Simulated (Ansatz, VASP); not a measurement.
TiO2: VASP beside Ansatz

The input POSCAR:

```
TiO2
1.0
   -1.9234353300      1.8651439900      4.7872520900
    1.8849389600     -1.9629613800      4.8108307900
    1.9157426700      1.9552687200     -4.8261321900
Ti O
2 4
Direct
    0.9995215400      0.9923120600      0.9907430400
    0.7520232300      0.2453624500      0.4941971800
    0.1784834700      0.1748785200      0.0001128900
    0.9263119500      0.4283146000      0.4993159700
    0.5720861400      0.0716240600      0.5003765900
    0.8275688100      0.8234250000      0.0059291400
```

Contents of INCAR.step1:

```
PREC = Accurate
ENCUT = 520
ISMEAR = 1
SIGMA = 0.0143
LREAL = F
LASPH = T
NELM = 150
ISPIN = 2
MAGMOM = 1 1 0 0 0 0
LMAXMIX = 4
LDAU = T
LDAUTYPE = 2
LDAUL = 2 -1
LDAUU = 3.02 0
LDAUJ = 0 0
NBANDS = 37
GGA = PE
ALGO = Normal
EDIFF = 1E-4
LWAVE = T
LCHARG = F
```

File INCAR.step2:

```
PREC = Accurate
ENCUT = 520
EDIFF = 1E-6
ISMEAR = 1
SIGMA = 0.0143
LREAL = F
LASPH = T
NELM = 150
ALGO = Normal
ISIF = 2
LWAVE = F
LCHARG = F
ISPIN = 2
MAGMOM = 1 1 0 0 0 0
LORBIT = 11
LMAXMIX = 4
LDAU = T
LDAUTYPE = 2
LDAUL = 2 -1
LDAUU = 3.02 0
LDAUJ = 0 0
LDAUPRINT = 1
METAGGA = R2SCAN
LMIXTAU = T
NBANDS = 37
ISTART = 1
```

File KPOINTS:

```
Automatic mesh
0
Gamma
  5 5 7
```

Input for Ansatz:

```yaml
crystal:
  lattice:
    - [-1.92343533, 1.86514399, 4.78725209]
    - [1.88493896, -1.96296138, 4.81083079]
    - [1.91574267, 1.95526872, -4.82613219]
  atoms:
    - { symbol: Ti, position: [0.99952154, 0.99231206, 0.99074304], spin: 1.0 }
    - { symbol: Ti, position: [0.75202323, 0.24536245, 0.49419718], spin: 1.0 }
    - { symbol: O, position: [0.17848347, 0.17487852, 0.00011289] }
    - { symbol: O, position: [0.92631195, 0.4283146, 0.49931597] }
    - { symbol: O, position: [0.57208614, 0.07162406, 0.50037659] }
    - { symbol: O, position: [0.82756881, 0.823425, 0.00592914] }
kpoints:
  mp_grid: { grid: [5, 5, 7], shift: [0.0, 0.0, 0.0] }
magnetization:
  spin_polarized: true
scf:
  occupations: { method: methfessel_paxton, width: 0.0143 }
  lower_state_search: "off"
  max_iter: 200
hamiltonian:
  pseudopotentials: { kind: paw }
  xc: r2scan
  hubbard:
    projectors: all-electron-ortho-atomic
    sites: [{ species: Ti, l: d, u_eff: 3.02 }]
basis:
  ecutwfc: 500
  fft_grid_basis: typed
output:
  forces: true
  stress: true
  eigenvalues: true
  bader: true
  populations: true
  elf: true
  write_potential: true
  volumetric_format: npy
  dos:
    e_range: [-12, 8]
    de: 0.05
    projected: { site_lists: { O: [O], Ti: [Ti] } }
checkpoint:
  read: saved_state
```

Alike in both runs: task single point; functional r2SCAN; k mesh 5 × 5 × 7; occupations methfessel-paxton of order 1, width 0.0143 eV; collinear spin; Hubbard terms Ti d U = 3.02 eV.

|  | VASP | Ansatz |
| --- | --- | --- |
| version | VASP 6.6.1 | Ansatz 0.2.0 |
| potentials or method | VASP PAW PBE potentials, release 64 (Ti_sv, O), cutoff 520 eV | PAW plane waves |
| valence electrons in the cell | 48 | 48 |

|  | VASP | Ansatz | Ansatz less VASP |
| --- | --- | --- | --- |
| gap on the k mesh at the Fermi level (eV) | 2.79 | 2.80 | +0.009 |
| rms of the force components (eV/Å) | 4.593 | 4.401 | -0.1918 |
| net moment per atom (μB) | 0.00 | 0.00 | 0.000 |

VASP's potentials were made for PBE, not for r2SCAN. The programs project onto different local orbitals, so the same U acts differently, and such runs can settle in different states. Atom by atom the forces differ by 0.198 eV/Å (rms over components). Ansatz's warnings: seeded moment not kept, stability check not made.
